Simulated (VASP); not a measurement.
Here is a VASP 6.6.1 calculation.

The input INCAR:

```
SYSTEM = Al2O3
PREC     = Accurate       ! precision mode
ENCUT    = 600            ! plane-wave cutoff, eV
EDIFF    = 1E-6           ! SCF threshold, eV
ISMEAR   = -1             ! smearing method
SIGMA    = 0.05           ! smearing width, eV
LREAL    = .False.        ! projectors in reciprocal space
LASPH    = .True.         ! aspherical terms in the spheres
NELM     = 60             ! most SCF steps
ALGO     = Normal         ! electronic algorithm
ISIF     = 3              ! what is computed and relaxed
LWAVE    = .False.        ! write WAVECAR
LCHARG   = .False.        ! write CHGCAR
GGA      = PS             ! functional
IVDW     = 12             ! dispersion correction
IBRION   = 2              ! ionic algorithm
NSW      = 60             ! ionic steps
EDIFFG   = -0.01          ! ionic threshold
```

File KPOINTS:

```
regular mesh
0
Gamma
  7 7 7
  0 0 0
```

Contents of POSCAR:

```
Al2O3
1.0
    2.3802500000      1.3742379782      4.3318666667
   -2.3802500000      1.3742379782      4.3318666667
    0.0000000000     -2.7484759565      4.3318666667
Al O
4 6
Direct
    0.8521600000      0.8521600000      0.8521600000
    0.6478400000      0.6478400000      0.6478400000
    0.1478400000      0.1478400000      0.1478400000
    0.3521600000      0.3521600000      0.3521600000
    0.0566800000      0.7500000000      0.4433200000
    0.7500000000      0.4433200000      0.0566800000
    0.4433200000      0.0566800000      0.7500000000
    0.9433200000      0.2500000000      0.5566800000
    0.2500000000      0.5566800000      0.9433200000
    0.5566800000      0.9433200000      0.2500000000
```

Potentials or basis: VASP PAW PBE potentials, release 64 (Al, O).

Run with:

```bash
$ cat potpaw_PBE.64/Al/POTCAR potpaw_PBE.64/O/POTCAR > POTCAR
$ mpirun -np 1 vasp_std > vasp.out
```

Predict the dispersion energy per atom.

-0.197 eV.

Predict the relaxed cell.

a = 5.111 Å, b = 5.111 Å, c = 5.111 Å, α = 55.37°, β = 55.37°, γ = 55.37°.

What does it give for the space group after relaxing (to 0.1 Å)?

R-3c (No. 167).

Final structure:
```yaml
crystal:
  lattice:
    - [2.37447, 1.37090, 4.31291]
    - [-2.37447, 1.37090, 4.31291]
    - [0.00000, -2.74180, 4.31291]
  atoms:
    - { symbol: Al, position: [0.85200, 0.85200, 0.85200] }
    - { symbol: Al, position: [0.64800, 0.64800, 0.64800] }
    - { symbol: Al, position: [0.14800, 0.14800, 0.14800] }
    - { symbol: Al, position: [0.35200, 0.35200, 0.35200] }
    - { symbol: O, position: [0.05597, 0.75000, 0.44403] }
    - { symbol: O, position: [0.75000, 0.44403, 0.05597] }
    - { symbol: O, position: [0.44403, 0.05597, 0.75000] }
    - { symbol: O, position: [0.94403, 0.25000, 0.55597] }
    - { symbol: O, position: [0.25000, 0.55597, 0.94403] }
    - { symbol: O, position: [0.55597, 0.94403, 0.25000] }
```
